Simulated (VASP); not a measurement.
Write the native input for VASP 6.6.1 that does the following.

```yaml
Task: single point
Functional: RPBE
Potentials_or_basis: VASP PAW PBE potentials, release 64 (Na_pv)
Cutoff: 520 eV
k_mesh: 11 × 11 × 3
Occupations: fermi-dirac, width 0.1 eV
Spin: no spin polarisation
Dipole_correction: no
Further_INCAR_settings: ALGO = Normal; EDIFF = 1e-06; NBANDS = 22
```

The structure of Na lies in POSCAR:

```
Na
1.0
    3.9761011888      0.0000000000      0.0000000000
   -1.9880505944      3.4434046375      0.0000000000
    0.0000000000      0.0000000000     12.9277561493
Na
4
Direct
    0.0000000000      0.0000000000      1.0000000000
    0.0000000000      0.0000000000      0.5000000000
    0.3333333333      0.6666666667      0.2500000000
    0.6666666667      0.3333333333      0.7500000000
```

This cell differs from its parent crystal: volume scaled by 1.12.

The input as run:

INCAR

```
PREC     = Accurate       # precision mode
ENCUT    = 520            # plane-wave cutoff, eV
EDIFF    = 1E-6           # SCF threshold, eV
ISMEAR   = -1             # smearing method
SIGMA    = 0.1            # smearing width, eV
LREAL    = F              # projectors in reciprocal space
LASPH    = T              # aspherical terms in the spheres
NELM     = 100            # most SCF steps
ALGO     = Normal         # electronic algorithm
ISIF     = 2              # what is computed and relaxed
LWAVE    = F              # write WAVECAR
LCHARG   = T              # write CHGCAR
GGA      = RP             # functional
LELF     = T              # ELF
LVHAR    = T            
NBANDS   = 22             # bands
```

KPOINTS

```
regular mesh
0
Gamma
  11 11 3
```

Potentials or basis: VASP PAW PBE potentials, release 64 (Na_pv).

The run is started by

```console
$ cat potpaw_PBE.64/Na_pv/POTCAR > POTCAR
$ mpirun -np 1 vasp_std > vasp.out
```

Results of the run:

```yaml
Pressure: -0.6 GPa
Band_gap_on_the_k_mesh: zero (band 14 reaches 1.01 eV, above the bottom of band 15 at -2.03 eV)
```

Caveat: the PAW data sets were made with another functional, which shifts forces and pressure a little.

It took 2.7 min on 1 thread of AMD EPYC 7R13 Processor (Zen 3), with other jobs on the host, peak memory 0.26 GiB.
